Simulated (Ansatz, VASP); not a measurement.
**One calculation of TePb, two programs**

```
Pb Te
1.0
     0.00000    3.64149    3.64149
     3.64149    0.00000    3.64149
     3.64149    3.64149    0.00000
Pb Te
1 1
Direct
  0.00000 0.00000 0.00000
  0.25000 0.25000 0.25000
```

Alike in both runs: task single point; functional PBE; k mesh 4 × 4 × 4; occupations gaussian, width 0.05 eV; no spin polarisation.

|  | VASP | Ansatz |
| --- | --- | --- |
| version | VASP 6.6.1 | Ansatz 0.2.0 |
| potentials or method | VASP PAW PBE potentials, release 64 (Pb_d, Te) | plane waves |
| plane-wave cutoff (eV) | 500 | 420 |
| valence electrons in the cell | 20 | 30 |

```tsv
	VASP	Ansatz	Ansatz less VASP
gap on the k mesh at the Fermi level (eV)	0.59	0.59	0.000
pressure (GPa)	0.5	0.5	+0.03
```

With one functional, cell and mesh, what is left measures potentials, basis and numerics. VASP's potentials hold 20 valence electrons a cell and Ansatz's 30, so a difference there can come from the potentials and not from the codes.

Neither program's run includes spin-orbit coupling.
